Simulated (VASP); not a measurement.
Input of a VASP 6.6.1 run:

Contents of INCAR:

```
ALGO = Fast ; EDIFF = 1E-6
ENCUT = 520 ; GGA = PS
ISIF = 2 ; ISMEAR = 0
LASPH = True ; LCHARG = False
LREAL = False ; LWAVE = False
NBANDS = 21 ; NELM = 100
PREC = Accurate ; SIGMA = 0.15
```

Contents of KPOINTS:

```
k-points
0
Gamma
  16 16 16
```

Contents of POSCAR:

```
InRh
1.0
    3.1960000000      0.0000000000      0.0000000000
    0.0000000000      3.1960000000      0.0000000000
    0.0000000000      0.0000000000      3.1960000000
In Rh
1 1
Direct
    0.5000000000      0.4843554443      0.5000000000
    0.0000000000      0.0000000000      0.0000000000
```

Potentials or basis: VASP PAW PBE potentials, release 64 (In_d, Rh_pv).

Run with:

```sh
$ cat potpaw_PBE.64/In_d/POTCAR potpaw_PBE.64/Rh_pv/POTCAR > POTCAR
$ mpirun -np 1 vasp_std > vasp.out
```

Task: Predict the largest force.

Result: 0.311 eV/Å.

Task: Predict the pressure.

Result: -0.7 GPa.

Stress tensor (GPa, compression positive):
```
-0.64  0.00  0.00
 0.00 -0.82  0.00
 0.00  0.00 -0.64
```

Caveat: the cell differs from its parent crystal (all In atoms moved -0.050 Å, as atom 1 along Cartesian [0 1 0]); the PAW data sets were made with another functional, which shifts forces and pressure a little.
